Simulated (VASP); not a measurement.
Input of a VASP 6.6.1 run:

Contents of INCAR:

```
SYSTEM = Pt
ALGO     = Normal         ! electronic algorithm
EDIFF    = 1E-8           ! SCF threshold, eV
ENCUT    = 520            ! plane-wave cutoff, eV
GGA      = PE             ! functional
IBRION   = 8              ! ionic algorithm
ISIF     = 2              ! what is computed and relaxed
ISMEAR   = -1             ! smearing method
LASPH    = .True.         ! aspherical terms in the spheres
LCHARG   = .False.        ! write CHGCAR
LREAL    = .False.        ! projectors in reciprocal space
LWAVE    = .False.        ! write WAVECAR
NBANDS   = 17             ! bands
NELM     = 60             ! most SCF steps
NSW      = 1              ! ionic steps
PREC     = Accurate       ! precision mode
SIGMA    = 0.15           ! smearing width, eV
```

The input KPOINTS:

```
k-points
0
Gamma
  18 18 10
  0 0 0
```

Contents of POSCAR:

```
Pt
1.0
    2.7743680019      0.0000000000      0.0000000000
   -1.3871840010      2.4026731691      0.0000000000
    0.0000000000      0.0000000000      4.7388249489
Pt
2
Direct
    0.6666666667      0.3333333333      0.7500000000
    0.3333333333      0.6666666667      0.2500000000
```

Potentials or basis: VASP PAW PBE potentials, release 64 (Pt).

Command:

```console
$ cat potpaw_PBE.64/Pt/POTCAR > POTCAR
$ mpirun -np 1 vasp_std > vasp.out
```

(1) What does it give for the highest phonon frequency at Γ?

Answers

(1) 167 cm⁻¹.
